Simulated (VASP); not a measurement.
# B2O (P-3m1) in VASP: further runs, part 2 of 2

VASP 6.6.1.

## 5. Single point, PBE+D3(BJ) (8.33 Å³/atom)

File INCAR:

```
PREC = Accurate ; ENCUT = 520
EDIFF = 1E-6 ; ISMEAR = 0
SIGMA = 0.15 ; LREAL = F
LASPH = T ; NELM = 60
ALGO = Fast ; ISIF = 2
LWAVE = F ; LCHARG = F
GGA = PE ; IVDW = 12
NBANDS = 21
```

File KPOINTS:

```
Automatic mesh
0
Gamma
  21 21 6
```

File POSCAR:

```
B2O
1.0
    2.5772945571      0.0000000000      0.0000000000
   -1.2886472785      2.2320025595      0.0000000000
    0.0000000000      0.0000000000      8.6852249279
B O
4 2
Direct
    0.0000000000      0.0000000000      0.4099026039
    0.0000000000      0.0000000000      0.5900973961
    0.6666666667      0.3333333333      0.0293462865
    0.3333333333      0.6666666667      0.9706537135
    0.6666666667      0.3333333333      0.3525784977
    0.3333333333      0.6666666667      0.6474215023
```

Potentials or basis: VASP PAW PBE potentials, release 64 (B, O).

On the command line:

```sh
$ cat potpaw_PBE.64/B/POTCAR potpaw_PBE.64/O/POTCAR > POTCAR
$ mpirun -np 1 vasp_std > vasp.out
```

OUTCAR:

```text
PREC = Accurate
   ENCUT = 520
   EDIFF = 1E-6
   ISMEAR = 0
   LREAL = F
   LASPH = T
   NELM = 60
   ISIF = 2
   GGA = PE
   IVDW = 12
 IVDW          = 12

 ion  position               nearest neighbor table
   1  0.000  0.000  0.410-   2 1.57   5 1.57   5 1.57   5 1.57
   2  0.000  0.000  0.590-   1 1.57   6 1.57   6 1.57   6 1.57
   3  0.667  0.333  0.029-   4 1.57   4 1.57   4 1.57
   4  0.333  0.667  0.971-   3 1.57   3 1.57   3 1.57
   5  0.667  0.333  0.353-   1 1.57   1 1.57   1 1.57
   6  0.333  0.667  0.647-   2 1.57   2 1.57   2 1.57

  LATTYP: Found a hexagonal cell.
 ALAT       =     2.5772945571
 C/A-ratio  =     3.3699000000

  Lattice vectors:

 A1 = (   2.5772945571,   0.0000000000,   0.0000000000)
 A2 = (  -1.2886472785,   2.2320025595,   0.0000000000)
 A3 = (   0.0000000000,   0.0000000000,   8.6852249279)

Analysis of symmetry for initial positions (statically):
=====================================================================
 Subroutine PRICEL returns:
 Original cell was already a primitive cell.

 Routine SETGRP: Setting up the symmetry group for a
 hexagonal supercell.

 Subroutine GETGRP returns: Found 12 space group operations
 (whereof 12 operations were pure point group operations)
 out of a pool of 24 trial point group operations.

The static configuration has the point symmetry D_3d.

Analysis of symmetry for dynamics (positions and initial velocities):
=====================================================================
 Subroutine PRICEL returns:
 Original cell was already a primitive cell.

 Routine SETGRP: Setting up the symmetry group for a
 hexagonal supercell.

 Subroutine GETGRP returns: Found 12 space group operations
 (whereof 12 operations were pure point group operations)
 out of a pool of 24 trial point group operations.

The dynamic configuration has the point symmetry D_3d.

 Subroutine INISYM returns: Found 12 space group operations
 (whereof 12 operations are pure point group operations),
 and found     1 'primitive' translations

----------------------------------------------------------------------------------------

                                     Primitive cell

  volume of cell :      49.9620

  direct lattice vectors                    reciprocal lattice vectors
     2.577294557  0.000000000  0.000000000     0.388003768  0.224014080  0.000000000
    -1.288647279  2.232002560  0.000000000     0.000000000  0.448028160  0.000000000
     0.000000000  0.000000000  8.685224928     0.000000000  0.000000000  0.115138066

  length of vectors
     2.577294557  2.577294557  8.685224928     0.448028160  0.448028160  0.115138066

  position of ions in fractional coordinates (direct lattice)
     0.000000000  0.000000000  0.409902604
     0.000000000  0.000000000  0.590097396
     0.666666667  0.333333333  0.029346287
     0.333333333  0.666666667  0.970653713
     0.666666667  0.333333333  0.352578498
     0.333333333  0.666666667  0.647421502

  ion indices of the primitive-cell ions
   primitive index   ion index
                 1           1
                 2           2
                 3           3
                 4           4
[... 30 lines left out ...]
            Coordinates               Weight
  0.000000  0.000000  0.000000      1.000000
  0.047619 -0.000000  0.000000      6.000000
  0.095238  0.000000  0.000000      6.000000
  0.142857 -0.000000  0.000000      6.000000
  0.190476  0.000000  0.000000      6.000000
  0.238095 -0.000000  0.000000      6.000000
[... 16 lines left out ...]
  0.142857  0.095238  0.000000     12.000000
  0.190476  0.095238  0.000000     12.000000
 [... further k-points ...]
   k-points           NKPTS =    266   k-points in BZ     NKDIM =    266   number of bands    NBANDS=     21
   number of dos      NEDOS =    301   number of ions     NIONS =      6
   total plane-waves  NPLWV =  28000
   dimension x,y,z NGX =    20 NGY =   20 NGZ =   70
   dimension x,y,z NGXF=    40 NGYF=   40 NGZF=  140
   ions per type =               4   2
   NGX,Y,Z   is equivalent  to a cutoff of  12.90, 12.90, 13.40 a.u.
   NGXF,Y,Z  is equivalent  to a cutoff of  25.80, 25.80, 26.80 a.u.
 SYSTEM =  unknown system
   PREC   = accura    normal or accurate (medium, high low for compatibility)
   ISTART =      0    job   : 0-new  1-cont  2-samecut
   ICHARG =      2    charge: 1-file 2-atom 10-const
   ISPIN  =      1    spin polarized calculation?
   LNONCOLLINEAR =      F non collinear calculations
   LSORBIT =      F    spin-orbit coupling
   LASPH  =      T    aspherical Exc in radial PAW
   ENCUT  =  520.0 eV  38.22 Ry    6.18 a.u.   4.79  4.79 16.15*2*pi/ulx,y,z
   NELM   =     60;   NELMIN=  2; NELMDL= -5     # of ELM steps
   EDIFF  = 0.1E-05   stopping-criterion for ELM
   LREAL  =      F    real-space projection
   EDIFFG = 0.1E-04   stopping-criterion for IOM
   NSW    =      0    number of steps for IOM
   IBRION =     -1    ionic relax: 0-MD 1-quasi-New 2-CG
   NFREE  =      0    steps in history (QN), initial steepest desc. (CG)
   ISIF   =      2    stress and relaxation
   ISYM   =      2    0-nonsym 1-usesym 2-fastsym
   POTIM  = 0.5000    time-step for ionic-motion
   TEBEG  =    0.0;   TEEND  =   0.0 temperature during run
   PSTRESS=    0.0 pullay stress
   NELECT =      24.0000    total number of electrons
   NUPDOWN=      -1.0000    fix difference up-down
   EMIN   =  10.00;   EMAX   =-10.00  energy-range for DOS
   EFERMI =   0.00;   METHOD = LEGACY
   ISMEAR =     0;   SIGMA  =   0.15  broadening in eV -4-tet -1-fermi 0-gaus
   EFERMI_NEDOS =   21; number of points for ismear=-14 and -15
   IALGO  =     68    algorithm
   IMIX   =      4    mixing-type and parameters
     AMIX     =   0.40;   BMIX     =  1.00
     AMIX_MAG =   1.60;   BMIX_MAG =  1.00
  volume/ion in A,a.u.               =       8.33        56.19
  Fermi-wavevector in a.u.,A,eV,Ry     =   1.282130  2.422874 22.366028  1.643857
  Thomas-Fermi vector in A             =   2.414459
   LORBIT       =      0    0 simple, 1 ext, 2 COOP (PROOUT), +10 PAW based schemes
   GGA     = PE    functional components
   LHFCALC =     F    Hartree Fock is set to
   AEXX    =    0.0000 exact exchange contribution
   IVDW    =    12    specifies the selected vdW correction
   LEPSILON=     F    determine dielectric tensor
   LRPA    =     F    only Hartree local field effects (RPA)
 non-spin polarized calculation
 RMM-DIIS sequential band-by-band and
 Gauss-broadening in eV      SIGMA  =   0.15
  energy-cutoff  :      520.00
  volume of cell :       49.96
 maximum number of plane-waves:      1368
   NGX =  9   NGY =  9   NGZ = 33

 number of electron      24.0000006 magnetization

 Free energy of the ion-electron system (eV)
  ---------------------------------------------------
  ext. energy  EPLUGINS =         0.00000000
  ---------------------------------------------------
  free energy    TOTEN  =       -39.09172591 eV

  energy without entropy =      -39.08029297  energy(sigma->0) =      -39.08600944

 E-fermi :   5.1748     XC(G=0): -10.7174

 val. band max:        5.1730734451   @ k =   0.3810   0.0476   0.5000
 cond. band min:       5.1773469162   @ k =  -0.0476   0.4286   0.1667
 fundamental gap:      0.0042734711
 Fermi energy:         5.1748363478

 k-point     1 :       0.0000    0.0000    0.0000
  band No.  band energies     occupation
      1     -19.4107      2.00000
      2     -18.5121      2.00000
      3      -7.5115      2.00000
      4      -6.1837      2.00000
      5      -1.7293      2.00000
      6      -1.1061      2.00000
[... 565 lines left out ...]
     20      16.2213      0.00000
     21      16.7142      0.00000

 [... further k-points ...]

------------------------ aborting loop because EDIFF is reached ----------------------------------------

 Edisp (eV)   -0.87175

 E8    (eV) :    -0.2670

  FORCE on cell =-STRESS in cart. coord.  units (eV):
  Direction    XX          YY          ZZ          XY          YZ          ZX
  --------------------------------------------------------------------------------------
  -------------------------------------------------------------------------------------
  Total       0.39874     0.39874     8.06952     0.00000    -0.00000     0.00000
  in kB      12.78673    12.78673   258.77265     0.00000    -0.00000     0.00000
  external pressure =       94.78 kB  Pullay stress =        0.00 kB

 VOLUME and BASIS-vectors are now :
 -----------------------------------------------------------------------------
  energy-cutoff  :      520.00
  volume of cell :       49.96
      direct lattice vectors                 reciprocal lattice vectors
     2.577294557  0.000000000  0.000000000     0.388003768  0.224014080  0.000000000
    -1.288647279  2.232002560  0.000000000     0.000000000  0.448028160  0.000000000
     0.000000000  0.000000000  8.685224928     0.000000000  0.000000000  0.115138066

 POSITION                                       TOTAL-FORCE (eV/Angst)
 -----------------------------------------------------------------------------------
      0.00000      0.00000      3.56010         0.000000      0.000000     -2.652090
      0.00000      0.00000      5.12513         0.000000      0.000000      2.652090
      1.28865      0.74400      0.25488         0.000000     -0.000000     -0.207401
     -0.00000      1.48800      8.43035         0.000000     -0.000000      0.207401
      1.28865      0.74400      3.06222         0.000000     -0.000000     -1.228516
     -0.00000      1.48800      5.62300        -0.000000     -0.000000      1.228516
 -----------------------------------------------------------------------------------
    total drift:                                0.000000     -0.000000      0.000000

  FREE ENERGIE OF THE ION-ELECTRON SYSTEM (eV)
  ---------------------------------------------------
  free  energy   TOTEN  =       -39.9634711503 eV

  energy  without entropy=      -39.9520382183  energy(sigma->0) =      -39.95775468
```

OSZICAR:

```text
N       E                     dE             d eps       ncg     rms          rms(c)
DAV:   1     0.835864651363E+02    0.83586E+02   -0.12531E+04 11172   0.107E+03
DAV:   2    -0.375720387591E+02   -0.12116E+03   -0.11658E+03 14310   0.238E+02
DAV:   3    -0.428629895032E+02   -0.52910E+01   -0.52355E+01 14732   0.459E+01
DAV:   4    -0.428977508440E+02   -0.34761E-01   -0.34743E-01 13860   0.405E+00
DAV:   5    -0.428979946051E+02   -0.24376E-03   -0.24374E-03 14707   0.324E-01    0.103E+01
RMM:   6    -0.396753006814E+02    0.32227E+01   -0.27719E+00 11627   0.870E+00    0.522E+00
RMM:   7    -0.391317666070E+02    0.54353E+00   -0.11998E+00 12203   0.600E+00    0.221E+00
RMM:   8    -0.390898285575E+02    0.41938E-01   -0.12740E-01 12783   0.179E+00    0.760E-01
RMM:   9    -0.390914399734E+02   -0.16114E-02   -0.12317E-02 13487   0.665E-01    0.246E-01
RMM:  10    -0.390918364460E+02   -0.39647E-03   -0.25354E-03 13150   0.325E-01    0.774E-02
RMM:  11    -0.390917350168E+02    0.10143E-03   -0.27709E-04 13703   0.108E-01    0.251E-02
RMM:  12    -0.390917259831E+02    0.90337E-05   -0.70551E-05 13809   0.511E-02    0.894E-03
RMM:  13    -0.390917289891E+02   -0.30060E-05   -0.25389E-05 13854   0.276E-02    0.120E-02
RMM:  14    -0.390917258298E+02    0.31593E-05   -0.11161E-05 13303   0.185E-02    0.882E-04
RMM:  15    -0.390917259054E+02   -0.75654E-07   -0.16696E-06 10564   0.694E-03
   1 F= -.39963471E+02 E0= -.39957755E+02  d E =-.114329E-01
```

stdout:

```text
POSCAR found type information on POSCAR B O
 POSCAR found :  2 types and       6 ions
 scaLAPACK will be used
 LDA part: xc-table for (Slater+PW92), standard interpolation
 POSCAR, INCAR and KPOINTS ok, starting setup
 FFT: planning ... GRIDC
 FFT: planning ... GRID_SOFT
 FFT: planning ... GRID
 WAVECAR not read
 entering main loop
```

Wall time 7 min (1 thread of Oxide Virtual Turin-like, shared host); peak memory 0.31 GiB.

Results:

```yaml
Free_energy: -39.9635 eV
Pressure: 9.5 GPa
Largest_force: 2.652 eV/Å
Band_gap_on_the_k_mesh: zero (bands 12 and 13 overlap by 4.18 eV)
Dispersion_energy_per_atom: -0.145 eV
```

Forces in eV/Å, atoms in the order of the input:
```
B    0.000  0.000 -2.652
B    0.000  0.000  2.652
B    0.000  0.000 -0.207
B    0.000  0.000  0.207
O    0.000  0.000 -1.229
O    0.000  0.000  1.229
```

Levels at points of the mesh, in eV from the Fermi level:
```csv
k point,band 9,band 10,band 11,band 12,band 13,band 14,band 15,band 16
"(0.00, 0.00, 0.00)",-6.11,-3.77,-1.75,3.44,3.44,4.01,4.15,5.22
"(0.00, 0.00, 0.50)",-6.11,-4.68,-1.12,3.44,3.44,3.58,4.61,5.22
```

Caveat: the stress differs along the axes, from 1 to 26 GPa; forces of over 1 eV/Å act on the atoms, so gaps and moduli don't describe the material at rest.

## 6. The runs side by side

| cell | further INCAR settings | gap on the mesh (eV) | pressure (GPa) | largest force (eV/Å) |
| --- | --- | --- | --- | --- |
| a = 2.443, b = 2.443, c = 9.668 Å, angles 90.0, 90.0, 120.0°, 6 atoms | ALGO = Fast; EDIFF = 1e-06; NBANDS = 21 | none | 21.1 | 1.67 |
| a = 2.378, b = 2.378, c = 10.200 Å, angles 90.0, 90.0, 120.0°, 6 atoms | ALGO = Fast; EDIFF = 1e-07; NBANDS = 21 | none | 29.9 | 2.75 |
| a = 2.509, b = 2.509, c = 9.163 Å, angles 90.0, 90.0, 120.0°, 6 atoms | ALGO = Fast; EDIFF = 1e-06; NBANDS = 21 | none | 14.4 | 0.98 |
| a = 2.577, b = 2.577, c = 8.685 Å, angles 90.0, 90.0, 120.0°, 6 atoms | ALGO = Fast; EDIFF = 1e-06; NBANDS = 21 | none | 9.5 | 2.65 |

Alike in all rows: task single point; level PBE+D3(BJ); potentials or basis VASP PAW PBE potentials, release 64 (B, O); no spin polarisation; k mesh 21 × 21 × 6; cutoff (eV) 520; smearing gaussian 0.15 eV.

Caveats: forces of over 1 eV/Å act on the atoms, so gaps and moduli don't describe the material at rest (at least some runs); the stress differs along the axes, from 7 to 28 GPa (at least some runs); the stress differs along the axes, from -0 to 45 GPa (at least some runs); the cell stands under pressure (at least some runs); the stress differs along the axes, from 1 to 26 GPa (at least some runs).

Total energies depend on the potentials used, so only differences within one code and one set of settings carry meaning.

The gap in the log of VASP goes by the Fermi energy; the results here count the filled bands.